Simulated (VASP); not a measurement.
# Zn4SeO3 (P-43m) in VASP: further runs, part 2 of 2

VASP 6.6.1. The steps go on from the part before.

### Step 3. Single point, PBE

This run uses another cell than the first one, of 14.64 Å³/atom, 0.997 times its volume.

Input file INCAR:

```
SYSTEM = Zn4SeO3
ALGO = Normal
EDIFF = 1E-7
ENCUT = 520
GGA = PE
ISIF = 2
ISMEAR = 0
LASPH = .True.
LCHARG = .False.
LREAL = .False.
LWAVE = .False.
NBANDS = 46
NELM = 100
PREC = Accurate
SIGMA = 0.2
```

Input file KPOINTS:

```
k-points
0
Gamma
  4 4 4
  0 0 0
```

Input file POSCAR:

```
Zn4SeO3
1.0
    4.8922694552      0.0000000000      0.0000000000
    0.0000000000      4.8922694552      0.0000000000
    0.0000000000      0.0000000000      4.8922694552
Zn Se O
4 1 3
Direct
    0.2773677031      0.2773677031      0.2773677031
    0.2773677031      0.7226322969      0.7226322969
    0.7226322969      0.2773677031      0.7226322969
    0.7226322969      0.7226322969      0.2773677031
    0.0000000000      0.0000000000      0.0000000000
    0.5000000000      0.5000000000      1.0000000000
    0.5000000000      1.0000000000      0.5000000000
    1.0000000000      0.5000000000      0.5000000000
```

Potentials or basis: VASP PAW PBE potentials, release 64 (Zn, Se, O).

Run with:

```
> cat potpaw_PBE.64/Zn/POTCAR potpaw_PBE.64/Se/POTCAR potpaw_PBE.64/O/POTCAR > POTCAR
> mpirun -np 1 vasp_std > vasp.out
```

OUTCAR:

```text
SYSTEM = Zn4SeO3
   EDIFF = 1E-7
   ENCUT = 520
   GGA = PE
   ISIF = 2
   ISMEAR = 0
   LASPH = .True.
   LREAL = .False.
   NELM = 100
   PREC = Accurate

 ion  position               nearest neighbor table
   1  0.277  0.277  0.277-   6 2.05   7 2.05   8 2.05   5 2.35
   2  0.277  0.723  0.723-   6 2.05   7 2.05   8 2.05   5 2.35
   3  0.723  0.277  0.723-   6 2.05   7 2.05   8 2.05   5 2.35
   4  0.723  0.723  0.277-   6 2.05   7 2.05   8 2.05   5 2.35
   5  0.000  0.000  0.000-   1 2.35   2 2.35   3 2.35   4 2.35
   6  0.500  0.500  0.000-   1 2.05   2 2.05   3 2.05   4 2.05
   7  0.500  0.000  0.500-   1 2.05   2 2.05   3 2.05   4 2.05
   8  0.000  0.500  0.500-   1 2.05   2 2.05   3 2.05   4 2.05

  LATTYP: Found a simple cubic cell.
 ALAT       =     4.8922694552

  Lattice vectors:

 A1 = (   4.8922694552,   0.0000000000,   0.0000000000)
 A2 = (   0.0000000000,   4.8922694552,   0.0000000000)
 A3 = (   0.0000000000,   0.0000000000,   4.8922694552)

Analysis of symmetry for initial positions (statically):
=====================================================================
 Subroutine PRICEL returns:
 Original cell was already a primitive cell.

 Routine SETGRP: Setting up the symmetry group for a
 simple cubic supercell.

 Subroutine GETGRP returns: Found 24 space group operations
 (whereof 24 operations were pure point group operations)
 out of a pool of 48 trial point group operations.

The static configuration has the point symmetry T_d .

Analysis of symmetry for dynamics (positions and initial velocities):
=====================================================================
 Subroutine PRICEL returns:
 Original cell was already a primitive cell.

 Routine SETGRP: Setting up the symmetry group for a
 simple cubic supercell.

 Subroutine GETGRP returns: Found 24 space group operations
 (whereof 24 operations were pure point group operations)
 out of a pool of 48 trial point group operations.

The dynamic configuration has the point symmetry T_d .

 Subroutine INISYM returns: Found 24 space group operations
 (whereof 24 operations are pure point group operations),
 and found     1 'primitive' translations

----------------------------------------------------------------------------------------

                                     Primitive cell

  volume of cell :     117.0930

  direct lattice vectors                    reciprocal lattice vectors
     4.892269455  0.000000000  0.000000000     0.204404113  0.000000000  0.000000000
     0.000000000  4.892269455  0.000000000     0.000000000  0.204404113  0.000000000
     0.000000000  0.000000000  4.892269455     0.000000000  0.000000000  0.204404113

  length of vectors
     4.892269455  4.892269455  4.892269455     0.204404113  0.204404113  0.204404113

  position of ions in fractional coordinates (direct lattice)
     0.277367703  0.277367703  0.277367703
     0.277367703  0.722632297  0.722632297
     0.722632297  0.277367703  0.722632297
     0.722632297  0.722632297  0.277367703
     0.000000000  0.000000000  0.000000000
     0.500000000  0.500000000  0.000000000
[... 44 lines left out ...]
  0.500000  0.000000  0.000000      3.000000
  0.250000  0.250000  0.000000     12.000000
  0.500000  0.250000  0.000000     12.000000
  0.500000  0.500000  0.000000      3.000000
  0.250000  0.250000  0.250000      8.000000
  0.500000  0.250000  0.250000     12.000000
  0.500000  0.500000  0.250000      6.000000
  0.500000  0.500000  0.500000      1.000000
   k-points           NKPTS =     10   k-points in BZ     NKDIM =     10   number of bands    NBANDS=     46
   number of dos      NEDOS =    301   number of ions     NIONS =      8
   total plane-waves  NPLWV =  46656
   dimension x,y,z NGX =    36 NGY =   36 NGZ =   36
   dimension x,y,z NGXF=    72 NGYF=   72 NGZF=   72
   ions per type =               4   1   3
   NGX,Y,Z   is equivalent  to a cutoff of  12.23, 12.23, 12.23 a.u.
   NGXF,Y,Z  is equivalent  to a cutoff of  24.47, 24.47, 24.47 a.u.
 SYSTEM =  Zn4SeO3
   PREC   = accura    normal or accurate (medium, high low for compatibility)
   ISTART =      0    job   : 0-new  1-cont  2-samecut
   ICHARG =      2    charge: 1-file 2-atom 10-const
   ISPIN  =      1    spin polarized calculation?
   LNONCOLLINEAR =      F non collinear calculations
   LSORBIT =      F    spin-orbit coupling
   LASPH  =      T    aspherical Exc in radial PAW
   ENCUT  =  520.0 eV  38.22 Ry    6.18 a.u.   9.10  9.10  9.10*2*pi/ulx,y,z
   NELM   =    100;   NELMIN=  2; NELMDL= -5     # of ELM steps
   EDIFF  = 0.1E-06   stopping-criterion for ELM
   LREAL  =      F    real-space projection
   EDIFFG = 0.1E-05   stopping-criterion for IOM
   NSW    =      0    number of steps for IOM
   IBRION =     -1    ionic relax: 0-MD 1-quasi-New 2-CG
   NFREE  =      0    steps in history (QN), initial steepest desc. (CG)
   ISIF   =      2    stress and relaxation
   ISYM   =      2    0-nonsym 1-usesym 2-fastsym
   POTIM  = 0.5000    time-step for ionic-motion
   TEBEG  =    0.0;   TEEND  =   0.0 temperature during run
   PSTRESS=    0.0 pullay stress
   NELECT =      72.0000    total number of electrons
   NUPDOWN=      -1.0000    fix difference up-down
   EMIN   =  10.00;   EMAX   =-10.00  energy-range for DOS
   EFERMI =   0.00;   METHOD = LEGACY
   ISMEAR =     0;   SIGMA  =   0.20  broadening in eV -4-tet -1-fermi 0-gaus
   EFERMI_NEDOS =   21; number of points for ismear=-14 and -15
   IALGO  =     38    algorithm
   IMIX   =      4    mixing-type and parameters
     AMIX     =   0.40;   BMIX     =  1.00
     AMIX_MAG =   1.60;   BMIX_MAG =  1.00
  volume/ion in A,a.u.               =      14.64        98.77
  Fermi-wavevector in a.u.,A,eV,Ry     =   1.392116  2.630717 26.367897  1.937986
  Thomas-Fermi vector in A             =   2.515889
   LORBIT       =      0    0 simple, 1 ext, 2 COOP (PROOUT), +10 PAW based schemes
   GGA     = PE    functional components
   LHFCALC =     F    Hartree Fock is set to
   AEXX    =    0.0000 exact exchange contribution
   IVDW    =     0    specifies the selected vdW correction
   LEPSILON=     F    determine dielectric tensor
   LRPA    =     F    only Hartree local field effects (RPA)
 non-spin polarized calculation
 Gauss-broadening in eV      SIGMA  =   0.20
  energy-cutoff  :      520.00
  volume of cell :      117.09
 maximum number of plane-waves:      3178
   NGX = 19   NGY = 19   NGZ = 19

 number of electron      71.9999974 magnetization

 Free energy of the ion-electron system (eV)
  ---------------------------------------------------
  ext. energy  EPLUGINS =         0.00000000
  ---------------------------------------------------
  free energy    TOTEN  =       -31.72566073 eV

  energy without entropy =      -31.71772250  energy(sigma->0) =      -31.72169161

 E-fermi :   1.4446     XC(G=0): -10.3557

 val. band max:        1.3323520726   @ k =   0.0000   0.0000   0.0000
 cond. band min:       2.6064194230   @ k =   0.2500   0.0000   0.0000
 fundamental gap:      1.2740673504
 Fermi energy:         1.4446026657

 k-point     1 :       0.0000    0.0000    0.0000
  band No.  band energies     occupation
      1     -16.2622      2.00000
      2     -15.7610      2.00000
      3     -15.7610      2.00000
      4     -10.8929      2.00000
      5      -4.9478      2.00000
      6      -4.9478      2.00000
[... 479 lines left out ...]
     45      11.2614      0.00000
     46      11.2622      0.00000

------------------------ aborting loop because EDIFF is reached ----------------------------------------

  FORCE on cell =-STRESS in cart. coord.  units (eV):
  Direction    XX          YY          ZZ          XY          YZ          ZX
  --------------------------------------------------------------------------------------
  -------------------------------------------------------------------------------------
  Total        0.4146842      0.4146842      0.4146842      0.0000000      0.0000000     -0.0000000
  in kB        5.6740995      5.6740995      5.6740995      0.0000000      0.0000000     -0.0000000
  external PRESSURE =       5.6740995 kB  Pullay stress =       0.0000000 kB

 VOLUME and BASIS-vectors are now :
 -----------------------------------------------------------------------------
  energy-cutoff  :      520.00
  volume of cell :      117.09
      direct lattice vectors                 reciprocal lattice vectors
     4.892269455  0.000000000  0.000000000     0.204404113  0.000000000  0.000000000
     0.000000000  4.892269455  0.000000000     0.000000000  0.204404113  0.000000000
     0.000000000  0.000000000  4.892269455     0.000000000  0.000000000  0.204404113

 POSITION                                       TOTAL-FORCE (eV/Angst)
 -----------------------------------------------------------------------------------
      1.35696      1.35696      1.35696         0.004906      0.004906      0.004906
      1.35696      3.53531      3.53531         0.004906     -0.004906     -0.004906
      3.53531      1.35696      3.53531        -0.004906      0.004906     -0.004906
      3.53531      3.53531      1.35696        -0.004906     -0.004906      0.004906
      0.00000      0.00000      0.00000        -0.000000     -0.000000     -0.000000
      2.44613      2.44613      0.00000        -0.000000     -0.000000     -0.000000
      2.44613      0.00000      2.44613        -0.000000     -0.000000     -0.000000
      0.00000      2.44613      2.44613        -0.000000     -0.000000     -0.000000
 -----------------------------------------------------------------------------------
    total drift:                                0.000000      0.000000     -0.000000

  FREE ENERGIE OF THE ION-ELECTRON SYSTEM (eV)
  ---------------------------------------------------
  free  energy   TOTEN  =       -31.7256607294 eV

  energy  without entropy=      -31.7177224995  energy(sigma->0) =      -31.72169161
```

Run time: 46 s. Hardware: 1 thread of Intel Xeon Platinum 8488C (Sapphire Rapids), shared host; peak memory 0.22 GiB.

What came out:

```yaml
Free_energy: -31.7257 eV
Pressure: 0.6 GPa
Largest_force: 0.008 eV/Å
Band_gap_on_the_k_mesh: zero (filled and empty bands touch)
```

Forces in eV/Å, atoms in the order of the input:
```
Zn   0.005  0.005  0.005
Zn   0.005 -0.005 -0.005
Zn  -0.005  0.005 -0.005
Zn  -0.005 -0.005  0.005
Se   0.000  0.000  0.000
O    0.000  0.000  0.000
O    0.000  0.000  0.000
O    0.000  0.000  0.000
```

Levels at points of the mesh, in eV from the Fermi level:
```
           k point  band 32  band 33  band 34  band 35  band 36  band 37  band 38  band 39  band 40  band 41
(0.00, 0.00, 0.00)    -2.17    -2.17    -0.21    -0.11    -0.11    -0.11     4.27     4.27     4.49     6.50
(0.50, 0.00, 0.00)    -2.19    -1.74    -1.74    -0.71    -0.71     2.28     3.78     5.84     6.67     6.67
(0.50, 0.50, 0.00)    -1.86    -1.79    -1.34    -0.65    -0.65     3.31     5.33     5.33     5.88     6.25
(0.50, 0.50, 0.50)    -1.35    -1.35    -0.32    -0.32    -0.32     3.22     3.22     3.22     4.88     7.11
```

### Step 4. Single point, PBE

This run uses another cell than the first one, of 14.64 Å³/atom, 0.997 times its volume.

Input file INCAR:

```
SYSTEM = Zn4SeO3
  ALGO = Normal
  EDIFF = 1E-6
  ENCUT = 520
  GGA = PE
  ISIF = 2
  ISMEAR = 0
  LASPH = .TRUE.
  LCHARG = .FALSE.
  LREAL = .FALSE.
  LWAVE = .FALSE.
  NBANDS = 46
  NELM = 80
  PREC = Accurate
  SIGMA = 0.1
```

Input file KPOINTS:

```
k-points
0
G
  6 6 6
  0 0 0
```

POSCAR: that of step 3 with these lines changed.

```diff
@@ -13,4 +13,4 @@
     0.0000000000      0.0000000000      0.0000000000
-    0.5000000000      0.5000000000      1.0000000000
-    0.5000000000      1.0000000000      0.5000000000
-    1.0000000000      0.5000000000      0.5000000000
+    0.5000000000      0.5000000000      0.0000000000
+    0.5000000000      0.0000000000      0.5000000000
+    0.0000000000      0.5000000000      0.5000000000
```

Run with:

```
> cat potpaw_PBE.64/Zn/POTCAR potpaw_PBE.64/Se/POTCAR potpaw_PBE.64/O/POTCAR > POTCAR
> mpirun -np 1 vasp_std > vasp.out
```

It took 77 s on 1 thread of Intel Xeon Platinum 8488C (Sapphire Rapids), shared host; peak memory 0.25 GiB.

Results (log left out):

```
Free energy            : -31.7260 eV
Pressure               : 0.6 GPa
Largest force          : 0.012 eV/Å
Band gap on the k mesh : zero (filled and empty bands touch)
```

Forces in eV/Å, atoms in the order of the input:
```
Zn  -0.007 -0.007 -0.007
Zn  -0.007  0.007  0.007
Zn   0.007 -0.007  0.007
Zn   0.007  0.007 -0.007
Se   0.000  0.000  0.000
O    0.000  0.000  0.000
O    0.000  0.000  0.000
O    0.000  0.000  0.000
```

Levels at points of the mesh, in eV from the Fermi level:
```csv
k point,band 33,band 34,band 35,band 36,band 37,band 38,band 39,band 40
"(0.00, 0.00, 0.00)",-2.12,-0.16,-0.05,-0.05,-0.05,4.32,4.32,4.55
"(0.50, 0.00, 0.00)",-1.68,-1.68,-0.65,-0.65,2.34,3.83,5.90,6.73
"(0.50, 0.50, 0.00)",-1.74,-1.28,-0.59,-0.59,3.36,5.39,5.39,5.94
"(0.50, 0.50, 0.50)",-1.29,-0.26,-0.26,-0.26,3.28,3.28,3.28,4.93
```

### Step 5. Relaxation of cell and atoms, PBE

This run uses another cell than the first one, of 16.90 Å³/atom, 1.152 times its volume.

Input file INCAR:

```
SYSTEM = Zn4SeO3
ALGO = Normal
EDIFF = 1E-6
EDIFFG = -0.08
ENCUT = 600
GGA = PE
IBRION = 2
ISIF = 3
ISMEAR = 0
LASPH = .TRUE.
LCHARG = .FALSE.
LREAL = .FALSE.
LWAVE = .FALSE.
NELM = 60
NSW = 36
PREC = Accurate
SIGMA = 0.15
```

Input file KPOINTS:

```
k-points
0
G
  3 3 3
  0 0 0
```

Input file POSCAR:

```
Zn4SeO3
1.0
    5.1326245800      0.0000000000      0.0000000000
    0.0000000000      5.1326245800      0.0000000000
    0.0000000000      0.0000000000      5.1326245800
Zn Se O
4 1 3
Direct
    0.2607210000      0.2607210000      0.2607210000
    0.2607210000      0.7392790000      0.7392790000
    0.7392790000      0.2607210000      0.7392790000
    0.7392790000      0.7392790000      0.2607210000
    0.0000000000      0.0000000000      0.0000000000
    0.5000000000      0.5000000000      0.0000000000
    0.5000000000      0.0000000000      0.5000000000
    0.0000000000      0.5000000000      0.5000000000
```

Run with:

```
> cat potpaw_PBE.64/Zn/POTCAR potpaw_PBE.64/Se/POTCAR potpaw_PBE.64/O/POTCAR > POTCAR
> mpirun -np 1 vasp_std > vasp.out
```

It took 2 min on 1 thread of Intel Xeon Platinum 8488C (Sapphire Rapids), shared host; peak memory 0.28 GiB.

The run converged. Its results:

```yaml
Free_energy: -31.7421 eV
Relaxed_volume: 14.63 Å³/atom
Relaxed_cell: a = 4.892 Å, b = 4.892 Å, c = 4.892 Å, α = 90.00°, β = 90.00°, γ = 90.00°
Space_group_after_relaxing_to_0.05_Å: P-43m (No. 215)
Energy_gained_by_relaxing: 128.2 meV/atom
Ionic_steps: 4
Pressure_after_relaxing: 0.5 GPa
Largest_force_after_relaxing: 0.048 eV/Å
Band_gap_on_the_k_mesh: zero (filled and empty bands touch)
```

Forces on the atoms (eV/Å):
```
Zn   0.028  0.028  0.028
Zn   0.028 -0.028 -0.028
Zn  -0.028  0.028 -0.028
Zn  -0.028 -0.028  0.028
Se   0.000  0.000  0.000
O    0.000  0.000  0.000
O    0.000  0.000  0.000
O    0.000  0.000  0.000
```

Step by step:
```
step  energy change (eV)  largest force (eV/Å)  pressure (GPa)  volume (Å³)
   1              0.0000                1.5600           -8.80       135.21
   2             -0.8891                0.9885            0.61       117.84
   3             -0.9038                0.8797            2.98       115.22
   4             -1.0259                0.0477            0.49       117.05
```

Final structure:
```cif
data_structure
_symmetry_space_group_name_H-M 'P 1'
_symmetry_Int_Tables_number 1
_cell_length_a 4.8917
_cell_length_b 4.8917
_cell_length_c 4.8917
_cell_angle_alpha 90.000
_cell_angle_beta 90.000
_cell_angle_gamma 90.000
_cell_volume 117.05
loop_
_atom_site_label
_atom_site_type_symbol
_atom_site_fract_x
_atom_site_fract_y
_atom_site_fract_z
_atom_site_occupancy
Zn1 Zn 0.27740 0.27740 0.27740 1
Zn2 Zn 0.27740 0.72260 0.72260 1
Zn3 Zn 0.72260 0.27740 0.72260 1
Zn4 Zn 0.72260 0.72260 0.27740 1
Se1 Se 0.00000 0.00000 0.00000 1
O1 O 0.50000 0.50000 0.00000 1
O2 O 0.50000 0.00000 0.50000 1
O3 O 0.00000 0.50000 0.50000 1
```

Levels at points of the mesh, in eV from the Fermi level:
```tsv
k point	band 34	band 35	band 36	band 37	band 38	band 39
(0.00, 0.00, 0.00)	-0.14	-0.06	-0.06	-0.06	4.33	4.33
```

Caveat: the k points lie up to 0.43 Å⁻¹ apart in the final cell; the relaxation stopped at a loose force limit of 0.08 eV/Å, so its end isn't a converged minimum.

### Step 6. Overview

| task | cell | k mesh | cutoff (eV) | smearing | gap on the mesh (eV) | pressure (GPa) | largest force (eV/Å) |
| --- | --- | --- | --- | --- | --- | --- | --- |
| single point | a = 4.897 Å, 8 atoms | 3 × 3 × 3 | 520 | gaussian 0.15 eV | none | 0.3 | 0.01 |
| single point | a = 4.892 Å, 8 atoms | 4 × 4 × 4 | 520 | gaussian 0.2 eV | none | 0.6 | 0.01 |
| single point | a = 4.892 Å, 8 atoms | 6 × 6 × 6 | 520 | gaussian 0.1 eV | none | 0.6 | 0.01 |
| relaxation of cell and atoms | relaxed from a = 5.133 Å, 8 atoms | 3 × 3 × 3 | 600 | gaussian 0.15 eV | none | 0.5 | 0.05 |

Alike in all rows: level PBE; potentials or basis VASP PAW PBE potentials, release 64 (Zn, Se, O); no spin polarisation.

Caveats: some runs use coarse meshes; the relaxation stopped at a loose force limit of 0.08 eV/Å, so its end isn't a converged minimum (some runs).

Absolute energies hang on the potentials; compare differences alone.
